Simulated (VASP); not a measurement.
A run of VASP 6.6.1 is set up as follows.

Contents of INCAR:

```
SYSTEM = GaSb
PREC = Accurate
ENCUT = 520
EDIFF = 1E-6
ISMEAR = -1
SIGMA = 0.15
LREAL = .FALSE.
LASPH = .TRUE.
NELM = 60
ALGO = Normal
ISIF = 2
LWAVE = .FALSE.
LCHARG = .TRUE.
GGA = PS
LELF = .TRUE.
LVHAR = .TRUE.
NBANDS = 16
```

Contents of KPOINTS:

```
regular mesh
0
G
  12 12 12
  0 0 0
```

POSCAR

```
GaSb
1.0
    0.0000000000      2.8000357962      2.8000357962
    2.8000357962      0.0000000000      2.8000357962
    2.8000357962      2.8000357962      0.0000000000
Ga Sb
1 1
Direct
    0.0000000000      0.0000000000      0.0000000000
    0.7500000000      0.7500000000      0.7500000000
```

Potentials or basis: VASP PAW PBE potentials, release 64 (Ga_d, Sb).

Command:

```bash
$ cat potpaw_PBE.64/Ga_d/POTCAR potpaw_PBE.64/Sb/POTCAR > POTCAR
$ mpirun -np 1 vasp_std > vasp.out
```

Q: Estimate the band gap on the k mesh.

A: 0.28 eV, indirect (least direct gap 2.05 eV).

Q: What does it give for the pressure?

A: 25.2 GPa.

Caveat: the PAW data sets were made with another functional, which shifts forces and pressure a little; spin-orbit coupling is left out, which moves the levels of the heavy elements. A k mesh can miss the band edges.
